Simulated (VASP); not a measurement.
A run of VASP 6.6.1:

INCAR

```
SYSTEM = B2P3
ALGO = Normal
EDIFF = 1E-6
ENCUT = 420
GGA = PE
GGA_COMPAT = .FALSE.
ISIF = 2
ISMEAR = -1
ISYM = -1
LASPH = .TRUE.
LCHARG = .FALSE.
LREAL = Auto
LWAVE = .FALSE.
NBANDS = 70
NELM = 120
PREC = Accurate
SIGMA = 0.1379
```

KPOINTS

```
explicit points
1
Reciprocal
  0.25000000   0.25000000   0.25000000 1
```

POSCAR

```
B2P3
1.0
    7.0141520000      0.0701380000     -0.0048670000
    0.0701380000      7.2226980000      0.0539610000
   -0.0048670000      0.0539610000      7.2453270000
P B
15 10
Direct
    0.4268968657      0.8543536977      0.7329286763
    0.6461609368      0.0238172401      0.7997782106
    0.5979678118      0.4242392210      0.1471981785
    0.1822498284      0.1285589692      0.8448463181
    0.6095645492      0.0323745277      0.4056063707
    0.8186859294      0.9055604146      0.2179464914
    0.8976392464      0.2442732605      0.8818477870
    0.6452136357      0.7031485342      0.5709770804
    0.1669613863      0.7531165470      0.3829114516
    0.9829641922      0.1773134061      0.4207237407
    0.4343964036      0.9199477114      0.1819797656
    0.2297249075      0.3481846830      0.2673920276
    0.9455117168      0.6396509577      0.6553808545
    0.4476652322      0.2650735384      0.9450814509
    0.1579243082      0.5988715964      0.8690688367
    0.6822478681      1.0923216758      1.0527031741
    0.6717312005      0.4429022127      0.8089210976
    0.6432579976      0.3057790269      0.4115677035
    0.5751601006      0.8046466169      0.9421973319
    0.0581439776     -0.0078719239      0.2737982376
    0.8730188875      0.6288821837      0.1279463123
    0.0716302860      0.5599785977      0.1940604778
    0.7031256260      0.5998439305      0.9670987844
    0.2337246084      0.1050654935      0.1428011598
    0.6577656047      0.4419702282      0.5799957945
```

Potentials or basis: VASP PAW PBE potentials, release 64 (P, B).

Run with:

```bash
$ cat potpaw_PBE.64/P/POTCAR potpaw_PBE.64/B/POTCAR > POTCAR
$ mpirun -np 1 vasp_std > vasp.out
```

Hardware: 1 thread of Intel Xeon 8259CL, on a shared host.

Problem. Estimate the wall time of this run.

Solution. Run time: 66 s on 1 thread of Intel Xeon 8259CL (shared host), peak memory 0.32 GiB. Counts: scf iterations 17, k points 1.
